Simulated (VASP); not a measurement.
# Ag (I4/mmm) in VASP: a series of runs

The runs below take Ag through electric field gradients, with PBEsol.

All numbers are computed with VASP 6.6.1; they aren't measurements. Logs are shortened: lines on timing, memory, paths and dates and some standing lists are left out, and cuts for length are marked.

## 1. The cell of the first run

Symmetry: I4/mmm, No. 139, tetragonal system. Conventional cell: a = 2.889 Å, b = 2.889 Å, c = 4.168 Å, α = 90.00°, β = 90.00°, γ = 90.00°. Ag (site symmetry 4/mmm) has 12 Ag at 2.89 to 2.92 Å within 3.8 Å.

## 2. Electric field gradients, PBEsol (zz strain of +2 %)

INCAR reads:

```
SYSTEM = Ag
PREC = Accurate ; ENCUT = 400
EDIFF = 1E-8 ; ISMEAR = -1
SIGMA = 0.03 ; LREAL = .FALSE.
LASPH = .TRUE. ; NELM = 120
ALGO = Normal ; ISIF = 2
LWAVE = .FALSE. ; LCHARG = .FALSE.
GGA = PS ; LEFG = .TRUE.
NBANDS = 12 ; GGA_COMPAT = .FALSE.
```

KPOINTS reads:

```
Automatic mesh
0
G
  15 15 15
  0 0 0
```

POSCAR reads:

```
Ag
1.0
    0.0000000000      2.0431000000      2.0839620000
    2.0431000000      0.0000000000      2.0839620000
    2.0431000000      2.0431000000      0.0000000000
Ag
1
Direct
    0.0000000000      0.0000000000      0.0000000000
```

Potentials or basis: VASP PAW PBE potentials, release 64 (Ag).

Command:

```bash
> cat potpaw_PBE.64/Ag/POTCAR > POTCAR
> mpirun -np 1 vasp_std > vasp.out
```

OUTCAR:

```text
SYSTEM = Ag
   PREC = Accurate
   ENCUT = 400
   EDIFF = 1E-8
   ISMEAR = -1
   LREAL = .FALSE.
   LASPH = .TRUE.
   NELM = 120
   ISIF = 2
   GGA = PS

 ion  position               nearest neighbor table
   1  0.000  0.000  0.000-

  LATTYP: Found a body centered tetragonal cell.
 ALAT       =     2.8893797293
 C/A-ratio  =     1.4424978336

  Lattice vectors:

 A1 = (  -2.0431000000,   0.0000000000,   2.0839620000)
 A2 = (   2.0431000000,   0.0000000000,   2.0839620000)
 A3 = (   0.0000000000,   2.0431000000,  -2.0839620000)

Analysis of symmetry for initial positions (statically):
=====================================================================
 Subroutine PRICEL returns:
 Original cell was already a primitive cell.

 Routine SETGRP: Setting up the symmetry group for a
 body centered tetragonal supercell.

 Subroutine GETGRP returns: Found 16 space group operations
 (whereof 16 operations were pure point group operations)
 out of a pool of 16 trial point group operations.

The static configuration has the point symmetry D_4h.

Analysis of symmetry for dynamics (positions and initial velocities):
=====================================================================
 Subroutine PRICEL returns:
 Original cell was already a primitive cell.

 Routine SETGRP: Setting up the symmetry group for a
 body centered tetragonal supercell.

 Subroutine GETGRP returns: Found 16 space group operations
 (whereof 16 operations were pure point group operations)
 out of a pool of 16 trial point group operations.

The dynamic configuration has the point symmetry D_4h.

 Subroutine INISYM returns: Found 16 space group operations
 (whereof 16 operations are pure point group operations),
 and found     1 'primitive' translations

----------------------------------------------------------------------------------------

                                     Primitive cell

  volume of cell :      17.3980

  direct lattice vectors                    reciprocal lattice vectors
     0.000000000  2.043100000  2.083962000    -0.244726151  0.244726151  0.239927599
     2.043100000  0.000000000  2.083962000     0.244726151 -0.244726151  0.239927599
     2.043100000  2.043100000  0.000000000     0.244726151  0.244726151 -0.239927599

  length of vectors
     2.918416562  2.918416562  2.889379729     0.421125909  0.421125909  0.421125909

  position of ions in fractional coordinates (direct lattice)
     0.000000000  0.000000000  0.000000000

  ion indices of the primitive-cell ions
   primitive index   ion index
                 1           1

----------------------------------------------------------------------------------------

 KPOINTS: Automatic mesh

Automatic generation of k-mesh.
 Grid dimensions read from file:
 generate k-points for:   15   15   15

 Generating k-lattice:

  Cartesian coordinates                     Fractional coordinates (reciprocal lattice)
    -0.016315077  0.016315077  0.015995173     0.066666667 -0.000000000  0.000000000
     0.016315077 -0.016315077  0.015995173    -0.000000000  0.066666667  0.000000000
     0.016315077  0.016315077 -0.015995173     0.000000000  0.000000000  0.066666667

  Length of vectors
     0.028075061  0.028075061  0.028075061

  Shift w.r.t. Gamma in fractional coordinates (k-lattice)
     0.000000000  0.000000000  0.000000000

 Subroutine IBZKPT returns following result:
 ===========================================

 Found    288 irreducible k-points:

 Following reciprocal coordinates:
            Coordinates               Weight
  0.000000  0.000000  0.000000      1.000000
  0.066667  0.000000  0.000000      8.000000
  0.133333  0.000000  0.000000      8.000000
  0.200000  0.000000  0.000000      8.000000
  0.266667  0.000000  0.000000      8.000000
  0.333333  0.000000  0.000000      8.000000
[... 16 lines left out ...]
  0.133333  0.133333  0.000000      2.000000
  0.200000  0.133333  0.000000      8.000000
 [... further k-points ...]
   k-points           NKPTS =    288   k-points in BZ     NKDIM =    288   number of bands    NBANDS=     12
   number of dos      NEDOS =    301   number of ions     NIONS =      1
   total plane-waves  NPLWV =   8000
   dimension x,y,z NGX =    20 NGY =   20 NGZ =   20
   dimension x,y,z NGXF=    40 NGYF=   40 NGZF=   40
   ions per type =               1
   NGX,Y,Z   is equivalent  to a cutoff of  11.39, 11.39, 11.51 a.u.
   NGXF,Y,Z  is equivalent  to a cutoff of  22.79, 22.79, 23.01 a.u.
 SYSTEM =  Ag
   PREC   = accura    normal or accurate (medium, high low for compatibility)
   ISTART =      0    job   : 0-new  1-cont  2-samecut
   ICHARG =      2    charge: 1-file 2-atom 10-const
   ISPIN  =      1    spin polarized calculation?
   LNONCOLLINEAR =      F non collinear calculations
   LSORBIT =      F    spin-orbit coupling
   LASPH  =      T    aspherical Exc in radial PAW
   ENCUT  =  400.0 eV  29.40 Ry    5.42 a.u.   4.76  4.76  4.71*2*pi/ulx,y,z
   NELM   =    120;   NELMIN=  2; NELMDL= -5     # of ELM steps
   EDIFF  = 0.1E-07   stopping-criterion for ELM
   LREAL  =      F    real-space projection
   EDIFFG = 0.1E-06   stopping-criterion for IOM
   NSW    =      0    number of steps for IOM
   IBRION =     -1    ionic relax: 0-MD 1-quasi-New 2-CG
   NFREE  =      0    steps in history (QN), initial steepest desc. (CG)
   ISIF   =      2    stress and relaxation
   ISYM   =      2    0-nonsym 1-usesym 2-fastsym
   POTIM  = 0.5000    time-step for ionic-motion
   TEBEG  =    0.0;   TEEND  =   0.0 temperature during run
   PSTRESS=    0.0 pullay stress
   NELECT =      11.0000    total number of electrons
   NUPDOWN=      -1.0000    fix difference up-down
   EMIN   =  10.00;   EMAX   =-10.00  energy-range for DOS
   EFERMI =   0.00;   METHOD = LEGACY
   ISMEAR =    -1;   SIGMA  =   0.03  broadening in eV -4-tet -1-fermi 0-gaus
   EFERMI_NEDOS =   21; number of points for ismear=-14 and -15
   IALGO  =     38    algorithm
   IMIX   =      4    mixing-type and parameters
     AMIX     =   0.40;   BMIX     =  1.00
     AMIX_MAG =   1.60;   BMIX_MAG =  1.00
  volume/ion in A,a.u.               =      17.40       117.41
  Fermi-wavevector in a.u.,A,eV,Ry     =   1.405096  2.655247 26.861917  1.974295
  Thomas-Fermi vector in A             =   2.527592
   LORBIT       =      0    0 simple, 1 ext, 2 COOP (PROOUT), +10 PAW based schemes
   GGA     = PS    functional components
   LHFCALC =     F    Hartree Fock is set to
   AEXX    =    0.0000 exact exchange contribution
   IVDW    =     0    specifies the selected vdW correction
   LEPSILON=     F    determine dielectric tensor
   LRPA    =     F    only Hartree local field effects (RPA)
 non-spin polarized calculation
  energy-cutoff  :      400.00
  volume of cell :       17.40
 maximum number of plane-waves:       331
   NGX =  9   NGY =  9   NGZ =  9

 number of electron      10.9999998 magnetization

 Free energy of the ion-electron system (eV)
  ---------------------------------------------------
  ext. energy  EPLUGINS =         0.00000000
  ---------------------------------------------------
  free energy    TOTEN  =        -3.29436234 eV

  energy without entropy =       -3.29309621  energy(sigma->0) =       -3.29372928

 E-fermi :   8.0701     XC(G=0): -12.2925

 val. band max:        8.0644349361   @ k =   0.4667   0.0667   0.4000
 cond. band min:       8.0794209702   @ k =  -0.2667   0.0667   0.2667
 fundamental gap:      0.0149860341
 Fermi energy:         8.0701145845

 k-point     1 :       0.0000    0.0000    0.0000
  band No.  band energies     occupation
      1       0.2719      2.00000
      2       3.1704      2.00000
      3       3.2962      2.00000
      4       3.2962      2.00000
      5       4.1985      2.00000
      6       4.3246      2.00000
      7      23.9012      0.00000
      8      27.1875      0.00000
      9      27.4290      0.00000
     10      27.4290      0.00000
     11      32.1177      0.00000
     12      33.0430      0.00000

 k-point     2 :       0.0667    0.0000    0.0000
  band No.  band energies     occupation
      1       0.4085      2.00000
      2       3.1788      2.00000
      3       3.2944      2.00000
      4       3.3333      2.00000
      5       4.1871      2.00000
      6       4.3083      2.00000
      7      23.9099      0.00000
      8      26.2117      0.00000
      9      27.3212      0.00000
     10      27.4750      0.00000
     11      32.0258      0.00000
     12      32.9361      0.00000

 k-point     3 :       0.1333    0.0000    0.0000
  band No.  band energies     occupation
      1       0.7962      2.00000
      2       3.1502      2.00000
      3       3.3496      2.00000
      4       3.4242      2.00000
      5       4.1766      2.00000
      6       4.2796      2.00000
      7      23.1305      0.00000
      8      24.8842      0.00000
      9      27.4129      0.00000
     10      27.5666      0.00000
     11      30.9660      0.00000
     12      32.3176      0.00000
[... 286 lines left out ...]
 k-point    23 :       0.1333    0.1333    0.0000
  band No.  band energies     occupation
      1       0.9547      2.00000
      2       2.9186      2.00000
      3       3.5519      2.00000
      4       3.5519      2.00000
      5       3.9606      2.00000
      6       4.4332      2.00000
      7      24.1573      0.00000
      8      25.5011      0.00000
      9      25.5964      0.00000
     10      25.5964      0.00000
     11      30.8057      0.00000
     12      33.0635      0.00000

 k-point    24 :       0.2000    0.1333    0.0000
  band No.  band energies     occupation
      1       1.3685      2.00000
      2       2.8148      2.00000
      3       3.6099      2.00000
      4       3.6768      2.00000
      5       3.9883      2.00000
      6       4.4914      2.00000
      7      22.9239      0.00000
      8      24.5389      0.00000
      9      24.8612      0.00000
     10      26.2622      0.00000
     11      29.3360      0.00000
     12      33.0365      0.00000

 [... further k-points ...]

------------------------ aborting loop because EDIFF is reached ----------------------------------------

  FORCE on cell =-STRESS in cart. coord.  units (eV):
  Direction    XX          YY          ZZ          XY          YZ          ZX
  --------------------------------------------------------------------------------------
  -------------------------------------------------------------------------------------
  Total       -0.5504323     -0.5504323     -0.5633111      0.0000000      0.0000000      0.0000000
  in kB      -50.6892005    -50.6892005    -51.8752062      0.0000000      0.0000000      0.0000000
  external PRESSURE =     -51.0845357 kB  Pullay stress =       0.0000000 kB

 VOLUME and BASIS-vectors are now :
 -----------------------------------------------------------------------------
  energy-cutoff  :      400.00
  volume of cell :       17.40
      direct lattice vectors                 reciprocal lattice vectors
     0.000000000  2.043100000  2.083962000    -0.244726151  0.244726151  0.239927599
     2.043100000  0.000000000  2.083962000     0.244726151 -0.244726151  0.239927599
     2.043100000  2.043100000  0.000000000     0.244726151  0.244726151 -0.239927599

 POSITION                                       TOTAL-FORCE (eV/Angst)
 -----------------------------------------------------------------------------------
      0.00000      0.00000      0.00000         0.000000      0.000000     -0.000000
 -----------------------------------------------------------------------------------
    total drift:                                0.000000      0.000000      0.000000

  FREE ENERGIE OF THE ION-ELECTRON SYSTEM (eV)
  ---------------------------------------------------
  free  energy   TOTEN  =        -3.2943623366 eV

  energy  without entropy=       -3.2930962138  energy(sigma->0) =       -3.29372928

 Electric field gradients (V/A^2)
---------------------------------------------------------------------
 ion       V_xx      V_yy      V_zz      V_xy      V_xz      V_yz
---------------------------------------------------------------------
   1       0.624     0.624    -1.248    -0.001    -0.000    -0.000
---------------------------------------------------------------------

 Electric field gradients after diagonalization (V/A^2)
 (convention: |V_zz| > |V_xx| > |V_yy|)
----------------------------------------------------------------------
 ion       V_xx      V_yy      V_zz     asymmetry (V_yy - V_xx)/ V_zz
----------------------------------------------------------------------
   1       0.625     0.623    -1.248       0.002
----------------------------------------------------------------------

           NMR quadrupolar parameters

 Cq : quadrupolar parameter    Cq=e*Q*V_zz/h
 eta: asymmetry parameters     (V_yy - V_xx)/ V_zz
 Q  : nuclear electric quadrupole moment in mb (millibarn)
----------------------------------------------------------------------
 ion       Cq(MHz)       eta       Q (mb)
----------------------------------------------------------------------
   1      -0.003       0.002       1.000
----------------------------------------------------------------------
```

Run time: 29 s. Hardware: 1 thread of Intel Xeon Platinum 8259CL at 2.50GHz (Skylake/Cascade Lake), shared host; peak memory 0.15 GiB.

Results:

| Property | Result |
| --- | --- |
| Free energy | -3.2944 eV |
| Pressure | -5.1 GPa |

Levels at points of the mesh, in eV from the Fermi level:
```
           k point  band 4  band 5  band 6  band 7  band 8  band 9
(0.00, 0.00, 0.00)   -4.77   -3.87   -3.75   15.83   19.12   19.36
```

Electric field gradients, principal values (V/Å²):
| atom | least | middle | greatest (by size) |
| --- | --- | --- | --- |
| 1 Ag | 0.623 | 0.625 | -1.248 |

Caveat: the cell differs from its parent crystal (zz strain of +2 %); without QUAD_EFG the Cq values of the log hold for a quadrupole moment of 1 mb, not for the nuclei; the PAW data sets were made with another functional, which shifts forces and pressure a little.

(Part 1 of 2 ends here.)
